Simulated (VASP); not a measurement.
SiC: single point with PBE

The system is SiC.

```
Si C
1.0
     2.17400   -2.17400    0.00000
     2.17400    0.00000   -2.17400
    10.50781    7.79009    7.79009
Si C
6 6
Direct
  0.64064 0.64064 0.06247
  0.62672 0.62672 0.89580
  0.23785 0.23785 0.22913
  0.43229 0.43229 0.56247
  0.83507 0.83507 0.39580
  0.02950 0.02950 0.72913
  0.48437 0.48437 0.43747
  0.88716 0.88716 0.27080
  0.08159 0.08159 0.60413
  0.27602 0.27602 0.93747
  0.67881 0.67881 0.77080
  0.28994 0.28994 0.10413
```

| Item | Value |
| --- | --- |
| Program | VASP 6.6.1 |
| Task | single point |
| Functional | PBE |
| Potentials or basis | VASP PAW PBE potentials, release 64 (Si, C) |
| Cutoff | 520 eV |
| k mesh | 10 × 10 × 2 |
| Occupations | gaussian, width 0.05 eV |
| Spin | no spin polarisation |
| Dipole correction | no |
| Further INCAR settings | ALGO = Normal; EDIFF = 1e-06; NBANDS = 36 |

```json
{"Pressure": "4.5 GPa", "Largest force": "1.511 eV/Å", "Band gap on the k mesh": "0.56 eV, indirect (least direct gap 1.20 eV)"}
```

Forces on the atoms (eV/Å):
```
Si   0.364 -0.355 -0.355
Si  -0.409 -0.091 -0.091
Si   0.546  0.168  0.168
Si   0.059  0.048  0.048
Si   0.067  0.044  0.044
Si   0.073  0.056  0.056
C   -0.050 -0.054 -0.054
C   -0.046 -0.034 -0.034
C   -0.075 -0.046 -0.046
C   -1.505  0.096  0.096
C   -0.228 -0.095 -0.095
C    1.205  0.263  0.263
```

Stress tensor (GPa, compression positive):
```
12.28  4.26  4.26
 4.26  0.66  1.63
 4.26  1.63  0.66
```

Levels at points of the mesh, in eV from the valence-band top:
```csv
k point,band 22,band 23,band 24,band 25,band 26,band 27
"(0.00, 0.00, 0.00)",-0.42,-0.40,-0.05,3.88,5.15,5.40
"(0.50, 0.00, 0.00)",-1.91,-1.61,-0.75,0.64,1.67,2.05
"(0.50, 0.50, 0.00)",-1.95,-1.48,-0.83,0.89,1.32,2.14
"(0.00, 0.00, 0.50)",-0.54,-0.38,-0.33,3.92,5.16,5.38
"(0.50, 0.00, 0.50)",-1.87,-1.53,-0.65,0.64,1.30,2.38
"(0.50, 0.50, 0.50)",-1.80,-1.61,-0.63,0.56,1.60,2.31
```

Run time: 4.7 min on 1 thread of AMD EPYC 9R45 (Zen 5) (shared host), peak memory 0.34 GiB.

Caveat: forces of over 1 eV/Å act on the atoms, so gaps and moduli don't describe the material at rest. As with any semilocal functional, this PBE gap is likely too small.
